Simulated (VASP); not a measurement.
# Au (P6_3/mmc) in VASP: further runs

Au is run at these levels: PBEsol; tasks: single point.

All numbers are computed with VASP 6.6.1; they aren't measurements. Logs are shortened: lines on timing, memory, paths and dates and some standing lists are left out, and cuts for length are marked.

## (1) The cell of the first run

Symmetry: P6_3/mmc, No. 194, hexagonal system. Conventional cell: a = 2.856 Å, b = 2.856 Å, c = 4.772 Å, α = 90.00°, β = 90.00°, γ = 120.00°. Au (site symmetry -6m2) has 12 Au at 2.86 to 2.90 Å within 3.8 Å.

## (2) Single point, PBEsol

INCAR reads:

```
SYSTEM = Au
PREC = Accurate
ENCUT = 500
EDIFF = 1E-6
ISMEAR = 1
SIGMA = 0.1
LREAL = .False.
LASPH = .True.
NELM = 120
ALGO = Normal
ISIF = 2
LWAVE = .False.
LCHARG = .True.
GGA = PS
LELF = .True.
LVHAR = .True.
NBANDS = 18
GGA_COMPAT = .False.
```

KPOINTS reads:

```
regular mesh
0
Gamma
  9 9 5
  0 0 0
```

POSCAR reads:

```
Au
1.0
    2.8557451629      0.0000000000      0.0000000000
   -1.4278725814      2.4731478578      0.0000000000
    0.0000000000      0.0000000000      4.7715475968
Au
2
Direct
    0.3333333333      0.6666666667      0.7500000000
    0.6666666667      0.3333333333      0.2500000000
```

Potentials or basis: VASP PAW PBE potentials, release 64 (Au).

Launch:

```console
$ cat potpaw_PBE.64/Au/POTCAR > POTCAR
$ mpirun -np 1 vasp_std > vasp.out
```

OUTCAR:

```text
SYSTEM = Au
   PREC = Accurate
   ENCUT = 500
   EDIFF = 1E-6
   ISMEAR = 1
   LREAL = .False.
   LASPH = .True.
   NELM = 120
   ISIF = 2
   GGA = PS

 ion  position               nearest neighbor table
   1  0.333  0.667  0.750-   2 2.90   2 2.90   2 2.90   2 2.90   2 2.90   2 2.90
   2  0.667  0.333  0.250-   1 2.90   1 2.90   1 2.90   1 2.90   1 2.90   1 2.90

  LATTYP: Found a hexagonal cell.
 ALAT       =     2.8557451629
 C/A-ratio  =     1.6708590314

  Lattice vectors:

 A1 = (   2.8557451629,   0.0000000000,   0.0000000000)
 A2 = (  -1.4278725814,   2.4731478578,   0.0000000000)
 A3 = (   0.0000000000,   0.0000000000,   4.7715475968)

Analysis of symmetry for initial positions (statically):
=====================================================================
 Subroutine PRICEL returns:
 Original cell was already a primitive cell.

 Routine SETGRP: Setting up the symmetry group for a
 hexagonal supercell.

 Subroutine GETGRP returns: Found 24 space group operations
 (whereof 12 operations were pure point group operations)
 out of a pool of 24 trial point group operations.

The static configuration has the point symmetry D_3d.
 The point group associated with its full space group is D_6h.

Analysis of symmetry for dynamics (positions and initial velocities):
=====================================================================
 Subroutine PRICEL returns:
 Original cell was already a primitive cell.

 Routine SETGRP: Setting up the symmetry group for a
 hexagonal supercell.

 Subroutine GETGRP returns: Found 24 space group operations
 (whereof 12 operations were pure point group operations)
 out of a pool of 24 trial point group operations.

The dynamic configuration has the point symmetry D_3d.
 The point group associated with its full space group is D_6h.

 Subroutine INISYM returns: Found 24 space group operations
 (whereof 12 operations are pure point group operations),
 and found     1 'primitive' translations

----------------------------------------------------------------------------------------

                                     Primitive cell

  volume of cell :      33.6999

  direct lattice vectors                    reciprocal lattice vectors
     2.855745163  0.000000000  0.000000000     0.350171301  0.202171495  0.000000000
    -1.427872581  2.473147858  0.000000000     0.000000000  0.404342990  0.000000000
     0.000000000  0.000000000  4.771547597     0.000000000  0.000000000  0.209575610

  length of vectors
[... 81 lines left out ...]
   NELM   =    120;   NELMIN=  2; NELMDL= -5     # of ELM steps
   EDIFF  = 0.1E-05   stopping-criterion for ELM
   LREAL  =      F    real-space projection
   EDIFFG = 0.1E-04   stopping-criterion for IOM
   NSW    =      0    number of steps for IOM
   IBRION =     -1    ionic relax: 0-MD 1-quasi-New 2-CG
   NFREE  =      0    steps in history (QN), initial steepest desc. (CG)
   ISIF   =      2    stress and relaxation
   ISYM   =      2    0-nonsym 1-usesym 2-fastsym
   POTIM  = 0.5000    time-step for ionic-motion
   TEBEG  =    0.0;   TEEND  =   0.0 temperature during run
   PSTRESS=    0.0 pullay stress
   NELECT =      22.0000    total number of electrons
   NUPDOWN=      -1.0000    fix difference up-down
   EMIN   =  10.00;   EMAX   =-10.00  energy-range for DOS
   EFERMI =   0.00;   METHOD = LEGACY
   ISMEAR =     1;   SIGMA  =   0.10  broadening in eV -4-tet -1-fermi 0-gaus
   EFERMI_NEDOS =   21; number of points for ismear=-14 and -15
   IALGO  =     38    algorithm
   IMIX   =      4    mixing-type and parameters
     AMIX     =   0.40;   BMIX     =  1.00
     AMIX_MAG =   1.60;   BMIX_MAG =  1.00
  volume/ion in A,a.u.               =      16.85       113.71
  Fermi-wavevector in a.u.,A,eV,Ry     =   1.420167  2.683727 27.441246  2.016875
  Thomas-Fermi vector in A             =   2.541111
   LORBIT       =      0    0 simple, 1 ext, 2 COOP (PROOUT), +10 PAW based schemes
   GGA     = PS    functional components
   LHFCALC =     F    Hartree Fock is set to
   AEXX    =    0.0000 exact exchange contribution
   IVDW    =     0    specifies the selected vdW correction
   LEPSILON=     F    determine dielectric tensor
   LRPA    =     F    only Hartree local field effects (RPA)
 non-spin polarized calculation
 Methfessel and Paxton  Order N= 1 SIGMA  =   0.10
  energy-cutoff  :      500.00
  volume of cell :       33.70
 maximum number of plane-waves:       881
 NGX is ok and might be reduce to    24
   NGX = 11   NGY = 11   NGZ = 17

 number of electron      22.0000002 magnetization

 Free energy of the ion-electron system (eV)
  ---------------------------------------------------
  ext. energy  EPLUGINS =         0.00000000
  ---------------------------------------------------
  free energy    TOTEN  =        -7.88282124 eV

  energy without entropy =       -7.88266491  energy(sigma->0) =       -7.88276913

 E-fermi :   9.4435     XC(G=0): -12.9506

 val. band max:        9.3839984170   @ k =   0.1111   0.1111   0.2000
 cond. band min:       9.6978626742   @ k =   0.2222   0.0000   0.2000
 fundamental gap:      0.3138642571
 Fermi energy:         9.4434670976

 k-point     1 :       0.0000    0.0000    0.0000
  band No.  band energies     occupation
      1      -0.5746      2.00000
      2       1.9578      2.00000
      3       4.5748      2.00000
      4       4.8404      2.00000
      5       4.8404      2.00000
      6       5.1687      2.00000
[... 481 lines left out ...]
      5       4.7169      2.00000
      6       4.7169      2.00000
[... 10 lines left out ...]
     17      22.6549      0.00000
     18      22.6549      0.00000

 [... further k-points ...]

------------------------ aborting loop because EDIFF is reached ----------------------------------------

  FORCE on cell =-STRESS in cart. coord.  units (eV):
  Direction    XX          YY          ZZ          XY          YZ          ZX
  --------------------------------------------------------------------------------------
  -------------------------------------------------------------------------------------
  Total        0.3365547      0.3365547      0.2976718      0.0000000     -0.0000000      0.0000000
  in kB       16.0006419     16.0006419     14.1520550      0.0000000     -0.0000000      0.0000000
  external PRESSURE =      15.3844463 kB  Pullay stress =       0.0000000 kB

 VOLUME and BASIS-vectors are now :
 -----------------------------------------------------------------------------
  energy-cutoff  :      500.00
  volume of cell :       33.70
      direct lattice vectors                 reciprocal lattice vectors
     2.855745163  0.000000000  0.000000000     0.350171301  0.202171495  0.000000000
    -1.427872581  2.473147858  0.000000000     0.000000000  0.404342990  0.000000000
     0.000000000  0.000000000  4.771547597     0.000000000  0.000000000  0.209575610

 POSITION                                       TOTAL-FORCE (eV/Angst)
 -----------------------------------------------------------------------------------
     -0.00000      1.64877      3.57866         0.000000     -0.000000      0.000000
      1.42787      0.82438      1.19289        -0.000000      0.000000      0.000000
 -----------------------------------------------------------------------------------
    total drift:                               -0.000000      0.000000     -0.000000

  FREE ENERGIE OF THE ION-ELECTRON SYSTEM (eV)
  ---------------------------------------------------
  free  energy   TOTEN  =        -7.8828212425 eV

  energy  without entropy=       -7.8826649135  energy(sigma->0) =       -7.88276913
```

OSZICAR:

```text
N       E                     dE             d eps       ncg     rms          rms(c)
DAV:   1     0.121013210489E+03    0.12101E+03   -0.11566E+04  1296   0.115E+03
DAV:   2    -0.641039997031E+01   -0.12742E+03   -0.12090E+03  1402   0.258E+02
DAV:   3    -0.854314551507E+01   -0.21327E+01   -0.21233E+01  1528   0.339E+01
DAV:   4    -0.855171879594E+01   -0.85733E-02   -0.85726E-02  1494   0.229E+00
DAV:   5    -0.855179321196E+01   -0.74416E-04   -0.74415E-04  1474   0.224E-01    0.140E+01
DAV:   6    -0.793622580526E+01    0.61557E+00   -0.11173E+00  1334   0.973E+00    0.861E+00
DAV:   7    -0.788883544447E+01    0.47390E-01   -0.13457E-01  1442   0.334E+00    0.342E+00
DAV:   8    -0.788284319840E+01    0.59922E-02   -0.12059E-02  1370   0.944E-01    0.442E-01
DAV:   9    -0.788281312652E+01    0.30072E-04   -0.56553E-05  1458   0.595E-02    0.217E-02
DAV:  10    -0.788282107661E+01   -0.79501E-05   -0.17797E-06  1314   0.130E-02    0.222E-03
DAV:  11    -0.788282124254E+01   -0.16593E-06   -0.27133E-07   704   0.437E-03
   1 F= -.78828212E+01 E0= -.78827691E+01  d E =-.156329E-03
```

It took 9.9 s on 1 thread of Intel Xeon Platinum 8559C (Emerald Rapids), shared host; peak memory 0.16 GiB.

Results:

```
Free energy            : -7.8828 eV
Pressure               : 1.5 GPa
Band gap on the k mesh : zero (band 11 reaches 13.14 eV, above the bottom of band 12 at 7.00 eV)
```

Caveat: the PAW data sets were made with another functional, which shifts forces and pressure a little; spin-orbit coupling is left out, which moves the levels of the heavy elements.

## (3) Single point, PBEsol

This run uses another cell than the first one, of 17.02 Å³/atom, 1.010 times its volume.

INCAR reads:

```
SYSTEM = Au
PREC     = Accurate       ! precision mode
ENCUT    = 500            ! plane-wave cutoff, eV
EDIFF    = 1E-6           ! SCF threshold, eV
ISMEAR   = 1              ! smearing method
SIGMA    = 0.1            ! smearing width, eV
LREAL    = .False.        ! projectors in reciprocal space
LASPH    = .True.         ! aspherical terms in the spheres
NELM     = 120            ! most SCF steps
ALGO     = Normal         ! electronic algorithm
ISIF     = 2              ! what is computed and relaxed
LWAVE    = .False.        ! write WAVECAR
LCHARG   = .False.        ! write CHGCAR
GGA      = PS             ! functional
NBANDS   = 18             ! bands
GGA_COMPAT= .False.
```

KPOINTS reads:

```
Automatic mesh
0
Gamma
  9 9 5
  0 0 0
```

POSCAR reads:

```
Au
1.0
    2.8653282722      0.0000000000      0.0000000000
   -1.4326641361      2.4814470739      0.0000000000
    0.0000000000      0.0000000000      4.7875596214
Au
2
Direct
    0.3333333333      0.6666666667      0.7500000000
    0.6666666667      0.3333333333      0.2500000000
```

Potentials or basis: VASP PAW PBE potentials, release 64 (Au).

Launch:

```console
$ cat potpaw_PBE.64/Au/POTCAR > POTCAR
$ mpirun -np 1 vasp_std > vasp.out
```

It took 9.9 s on 1 thread of Intel Xeon Platinum 8559C (Emerald Rapids), shared host; peak memory 0.15 GiB.

It converged, with:

| Quantity | Value |
| --- | --- |
| Free energy | -7.8844 eV |
| Pressure | -0.3 GPa |
| Band gap on the k mesh | zero (band 11 reaches 12.93 eV, above the bottom of band 12 at 6.85 eV) |

Stress tensor (GPa, compression positive):
```
-0.24  0.00  0.00
 0.00 -0.24  0.00
 0.00  0.00 -0.34
```

Levels at points of the mesh, in eV from the Fermi level:
| k point | band 7 | band 8 | band 9 | band 10 | band 11 | band 12 | band 13 | band 14 | band 15 | band 16 |
| --- | --- | --- | --- | --- | --- | --- | --- | --- | --- | --- |
| (0.00, 0.00, 0.00) | -4.22 | -3.55 | -3.55 | -2.15 | -2.15 | -1.16 | 2.76 | 14.55 | 15.80 | 16.79 |

Caveat: the PAW data sets were made with another functional, which shifts forces and pressure a little; spin-orbit coupling is left out, which moves the levels of the heavy elements.

## (4) Single point, PBEsol

This run uses another cell than the first one, of 17.02 Å³/atom, 1.010 times its volume.

INCAR reads:

```
PREC     = Accurate       # precision mode
ENCUT    = 500            # plane-wave cutoff, eV
EDIFF    = 1E-6           # SCF threshold, eV
ISMEAR   = 1              # smearing method
SIGMA    = 0.1            # smearing width, eV
LREAL    = F              # projectors in reciprocal space
LASPH    = T              # aspherical terms in the spheres
NELM     = 120            # most SCF steps
ALGO     = Normal         # electronic algorithm
ISIF     = 2              # what is computed and relaxed
LWAVE    = F              # write WAVECAR
LCHARG   = T              # write CHGCAR
GGA      = PS             # functional
LELF     = T              # ELF
LVHAR    = T            
NBANDS   = 18             # bands
GGA_COMPAT= F
```

KPOINTS reads:

```
regular mesh
0
Gamma
  9 9 5
```

POSCAR is that of step 3.

Launch:

```console
$ cat potpaw_PBE.64/Au/POTCAR > POTCAR
$ mpirun -np 1 vasp_std > vasp.out
```

Wall time 10 s (1 thread of Intel Xeon Platinum 8559C (Emerald Rapids), shared host); peak memory 0.16 GiB.

It converged, with:

```yaml
Free_energy: -7.8844 eV
Pressure: -0.3 GPa
Band_gap_on_the_k_mesh: zero (band 11 reaches 12.93 eV, above the bottom of band 12 at 6.85 eV)
```

Stress tensor (GPa, compression positive):
```
-0.24  0.00  0.00
 0.00 -0.24  0.00
 0.00  0.00 -0.34
```

Levels at points of the mesh, in eV from the Fermi level:
| k point | band 9 | band 10 | band 11 | band 12 | band 13 | band 14 |
| --- | --- | --- | --- | --- | --- | --- |
| (0.00, 0.00, 0.00) | -3.55 | -2.15 | -2.15 | -1.16 | 2.76 | 14.55 |

Caveat: the PAW data sets were made with another functional, which shifts forces and pressure a little; spin-orbit coupling is left out, which moves the levels of the heavy elements.

## (5) Single point, PBEsol

This run uses another cell than the first one, of 17.19 Å³/atom, 1.020 times its volume.

INCAR reads:

```
SYSTEM = Au
ALGO = Normal
EDIFF = 1E-6
ENCUT = 500
GGA = PS
GGA_COMPAT = .FALSE.
ISIF = 2
ISMEAR = 1
LASPH = .TRUE.
LCHARG = .FALSE.
LREAL = .FALSE.
LWAVE = .FALSE.
NBANDS = 18
NELM = 120
PREC = Accurate
SIGMA = 0.1
```

KPOINTS reads:

```
k-points
0
G
  9 9 5
  0 0 0
```

POSCAR reads:

```
Au
1.0
    2.8748477051      0.0000000000      0.0000000000
   -1.4374238526      2.4896911447      0.0000000000
    0.0000000000      0.0000000000      4.8034652520
Au
2
Direct
    0.3333333333      0.6666666667      0.7500000000
    0.6666666667      0.3333333333      0.2500000000
```

Launch:

```console
$ cat potpaw_PBE.64/Au/POTCAR > POTCAR
$ mpirun -np 1 vasp_std > vasp.out
```

Wall time 9 s (1 thread of Intel Xeon Platinum 8559C (Emerald Rapids), shared host); peak memory 0.15 GiB.

Results (log left out):

```
Free energy            : -7.8823 eV
Pressure               : -2.0 GPa
Band gap on the k mesh : zero (band 11 reaches 12.73 eV, above the bottom of band 12 at 6.70 eV)
```

Levels at points of the mesh, in eV from the Fermi level:
```
           k point  band 7  band 8  band 9  band 10  band 11  band 12  band 13  band 14  band 15  band 16
(0.00, 0.00, 0.00)   -4.17   -3.51   -3.51    -2.13    -2.13    -1.11     2.72    14.56    15.80    16.78
```

Caveat: the PAW data sets were made with another functional, which shifts forces and pressure a little; spin-orbit coupling is left out, which moves the levels of the heavy elements.

## (6) Summary

```csv
cell,gap on the mesh (eV),pressure (GPa)
"a = 2.856, b = 2.856, c = 4.772 Å, angles 90.0, 90.0, 120.0°, 2 atoms",none,1.5
"a = 2.865, b = 2.865, c = 4.788 Å, angles 90.0, 90.0, 120.0°, 2 atoms",none,-0.3
"a = 2.875, b = 2.875, c = 4.803 Å, angles 90.0, 90.0, 120.0°, 2 atoms",none,-2.0
```

Alike in all rows: task single point; level PBEsol; potentials or basis VASP PAW PBE potentials, release 64 (Au); no spin polarisation; k mesh 9 × 9 × 5; cutoff (eV) 500; smearing methfessel-paxton 0.1 eV.

Caveats: the PAW data sets were made with another functional, which shifts forces and pressure a little; spin-orbit coupling is left out, which moves the levels of the heavy elements.

Total energies depend on the potentials used, so only differences within one code and one set of settings carry meaning.
